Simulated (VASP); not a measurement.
Wanted: the native input for a VASP 6.6.1 run.

- Task: single point
- Functional: PBE
- Potentials or basis: VASP PAW PBE potentials, release 64 (Be)
- Cutoff: 520 eV
- k mesh: 24 × 24 × 12
- Occupations: gaussian, width 0.1 eV
- Spin: no spin polarisation
- Dipole correction: no
- Further INCAR settings: ALGO = Fast; EDIFF = 1e-07; NBANDS = 9

The structure of Be lies in POSCAR:

```
Be
1.0
    2.1917722489      0.0000000000      0.0000000000
   -1.0958861244      1.8981304469      0.0000000000
    0.0000000000      0.0000000000      3.4606279280
Be
2
Direct
    0.3333333333      0.6666666667      0.2500000000
    0.6666666667      0.3333333333      0.7500000000
```

The input as run:

INCAR

```
SYSTEM = Be
  PREC = Accurate
  ENCUT = 520
  EDIFF = 1E-7
  ISMEAR = 0
  SIGMA = 0.1
  LREAL = .False.
  LASPH = .True.
  NELM = 100
  ALGO = Fast
  ISIF = 2
  LWAVE = .False.
  LCHARG = .False.
  GGA = PE
  NBANDS = 9
```

KPOINTS

```
regular mesh
0
Gamma
  24 24 12
  0 0 0
```

Potentials or basis: VASP PAW PBE potentials, release 64 (Be).

Command:

```bash
$ cat potpaw_PBE.64/Be/POTCAR > POTCAR
$ mpirun -np 1 vasp_std > vasp.out
```

It gave:

```
Pressure               : 13.7 GPa
Band gap on the k mesh : zero (bands 2 and 3 overlap by 2.18 eV)
```

Caveat: the cell stands under pressure.

Run time: 53 s on 1 thread of Intel Xeon 8259CL, on a shared host, peak memory 0.15 GiB.
